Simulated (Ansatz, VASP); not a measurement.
## Two plane-wave programs on Pt

INCAR

```
SYSTEM = Pt
PREC = Accurate
ENCUT = 520
EDIFF = 1E-7
ISMEAR = 0
SIGMA = 0.15
LREAL = .FALSE.
LASPH = .TRUE.
NELM = 100
ALGO = Fast
ISIF = 2
LWAVE = .FALSE.
LCHARG = .FALSE.
GGA = PS
NBANDS = 11
```

The input KPOINTS:

```
Automatic mesh
0
G
  24 24 24
  0 0 0
```

File POSCAR:

```
Pt
1.0
   -1.3914208912      1.5901953042      1.5901953042
    1.5901953042     -1.3914208912      1.5901953042
    1.5901953042      1.5901953042     -1.3914208912
Pt
1
Direct
    0.0000000000      0.0000000000      0.0000000000
```

Input for Ansatz:

```yaml
crystal:
  lattice:
    - [-1.3914208912, 1.5901953042, 1.5901953042]
    - [1.5901953042, -1.3914208912, 1.5901953042]
    - [1.5901953042, 1.5901953042, -1.3914208912]
  atoms:
    - { symbol: Pt, position: [0.0, 0.0, 0.0] }
basis:
  ecutwfc: 420
kpoints:
  mp_grid: { grid: [24, 24, 24] }
hamiltonian:
  xc: pbesol
scf:
  occupations: { method: gaussian, width: 0.15 }
output:
  forces: true
  stress: true
  eigenvalues: true
```

Alike in both runs: task single point; functional PBEsol; k mesh 24 × 24 × 24; occupations gaussian, width 0.15 eV; no spin polarisation.

|  | VASP | Ansatz |
| --- | --- | --- |
| version | VASP 6.6.1 | Ansatz 0.2.0 |
| potentials or method | VASP PAW PBE potentials, release 64 (Pt), cutoff 520 eV | scalar-relativistic, plane waves, PAW |
| valence electrons in the cell | 10 | 18 |

|  | VASP | Ansatz | Ansatz less VASP |
| --- | --- | --- | --- |
| gap on the k mesh at the Fermi level (eV) | none | none | - |
| pressure (GPa) | -2.5 | -2.2 | +0.36 |
| traceless stress, the component that is largest in VASP (GPa) | -7.10 | -7.13 | -0.029 |

VASP's potentials were made for PBE, not for PBEsol. A gap of «none» marks a metal or a gap that the smearing closes. VASP's potentials hold 10 valence electrons a cell and Ansatz's 18, so a difference there can come from the potentials and not from the codes.

Spin-orbit coupling is off throughout.
